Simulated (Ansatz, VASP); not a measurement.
LiH: VASP beside Ansatz

The input INCAR:

```
SYSTEM = LiH
PREC = Accurate
ENCUT = 520
EDIFF = 1E-6
ISMEAR = 0
SIGMA = 0.01
LREAL = .False.
LASPH = .True.
NELM = 100
ALGO = Normal
ISIF = 2
LWAVE = .False.
LCHARG = .False.
GGA = PS
NBANDS = 9
```

KPOINTS

```
regular mesh
0
Gamma
  8 8 8
  0 0 0
```

File POSCAR:

```
LiH
1.0
    0.0000000000      2.0367500000      2.0367500000
    2.0367500000      0.0000000000      2.0367500000
    2.0367500000      2.0367500000      0.0000000000
Li H
1 1
Direct
    0.0000000000      0.0000000000      0.0000000000
    0.5000000000      0.5000000000      0.5000000000
```

Input for Ansatz:

```yaml
crystal:
  lattice:
    - [0.0, 2.03675, 2.03675]
    - [2.03675, 0.0, 2.03675]
    - [2.03675, 2.03675, 0.0]
  atoms:
    - { symbol: Li, position: [0.0, 0.0, 0.0] }
    - { symbol: H, position: [0.5, 0.5, 0.5] }
kpoints:
  mp_grid:
    grid: [8, 8, 8]
  band_path:
    path:
      - [0.375, 0.375, 0.75]
      - [0.0, 0.0, 0.0]
      - [0.5, 0.5, 0.5]
      - [0.5, 0.25, 0.75]
      - [0.5, 0.0, 0.5]
    npoints: 8
hamiltonian:
  xc: pbesol
  pseudopotentials:
    kind: paw
scf:
  n_extra_bands: 6
  occupations:
    method: fixed
output:
  bader: true
```

Alike in both runs: task single point; functional PBEsol; k mesh 8 × 8 × 8; no spin polarisation.

|  | VASP | Ansatz |
| --- | --- | --- |
| version | VASP 6.6.1 | Ansatz 0.2.0 |
| potentials or method | VASP PAW PBE potentials, release 64 (Li_sv, H) | plane waves, PAW |
| plane-wave cutoff (eV) | 520 | 420 |
| occupations | gaussian, width 0.01 eV | fixed |
| valence electrons in the cell | 4 | 4 |

```csv
,VASP,Ansatz,Ansatz less VASP
gap on the k mesh at the Fermi level (eV),2.78,2.79,+0.001
```

VASP's potentials were made for PBE, not for PBEsol.

Noted on VASP's run: the cutoff is short for stress, so the pressure is rough.
